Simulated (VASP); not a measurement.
Zn: relaxation of cell and atoms with PBE

Zn:

```
CELL_PARAMETERS angstrom
2.63332 0.00000 0.00000
-1.31666 2.28052 0.00000
0.00000 0.00000 5.10825
ATOMIC_POSITIONS crystal
Zn 0.33333 0.66667 0.25000
Zn 0.66667 0.33333 0.75000
```

```json
{"Program": "VASP 6.6.1", "Task": "relaxation of cell and atoms", "Functional": "PBE", "Potentials or basis": "VASP PAW PBE potentials, release 64 (Zn)", "Cutoff": "550 eV", "k mesh": "18 × 18 × 8", "Occupations": "fermi-dirac, width 0.15 eV", "Spin": "no spin polarisation", "Dipole correction": "no", "Second try": "not_converged", "Further INCAR settings": "ALGO = All; EDIFF = 1e-07; IBRION = 2; EDIFFG = -0.001; NSW = 80; ISIF = 3"}
```

The relaxed volume is 15.35 Å³/atom and the relaxed cell is a = 2.647 Å, b = 2.647 Å, c = 5.060 Å, α = 90.00°, β = 90.00°, γ = 120.00°. The space group after relaxing (to 0.1 Å) is P6_3/mmc (No. 194). The energy gained by relaxing is 0.3 meV/atom and the ionic steps are 12. The pressure after relaxing is 0.0 GPa and the band gap on the k mesh is zero (bands 12 and 13 overlap by 5.11 eV).

The path:
```tsv
step	energy change (eV)	largest force (eV/Å)	pressure (GPa)	volume (Å³)
1	0.0000	0.0000	0.39	30.68
2	-0.0004	0.0000	-0.10	30.84
3	-0.0004	0.0000	-0.09	30.86
4	-0.0004	0.0000	-0.25	30.90
5	-0.0004	0.0000	-0.18	30.87
6	-0.0004	0.0000	-0.16	30.87
7	-0.0005	0.0000	-0.13	30.83
8	-0.0007	0.0000	-0.04	30.76
9	-0.0006	0.0000	0.09	30.62
10	-0.0007	0.0000	0.01	30.70
11	-0.0007	0.0000	0.01	30.69
12	-0.0007	0.0000	-0.01	30.70
```

Final structure:
```
Zn
1.0
     2.64685    0.00000    0.00000
    -1.32342    2.29224    0.00000
     0.00000    0.00000    5.05992
Zn
2
Direct
  0.33333 0.66667 0.25000
  0.66667 0.33333 0.75000
```

Levels at points of the mesh, in eV from the Fermi level:
```tsv
k point	band 8	band 9	band 10	band 11	band 12	band 13	band 14	band 15	band 16
(0.00, 0.00, 0.00)	-7.30	-7.30	-7.12	-7.12	-3.73	-3.40	12.55	16.33	17.89
(0.50, 0.00, 0.00)	-7.15	-6.92	-6.90	-2.74	-2.04	2.39	3.53	3.86	5.62
(0.00, 0.00, 0.50)	-7.64	-7.20	-7.20	-7.20	-7.20	4.00	4.00	19.10	19.10
(0.50, 0.00, 0.50)	-7.16	-6.91	-6.91	-1.82	-1.82	0.18	0.18	9.68	9.68
```

It took 2.8 min on 4 MPI ranks on Intel(R) Xeon(R) Platinum 8259CL CPU @ 2.50GHz (Skylake/Cascade Lake), with other jobs on the host, peak memory 0.29 GiB a rank.
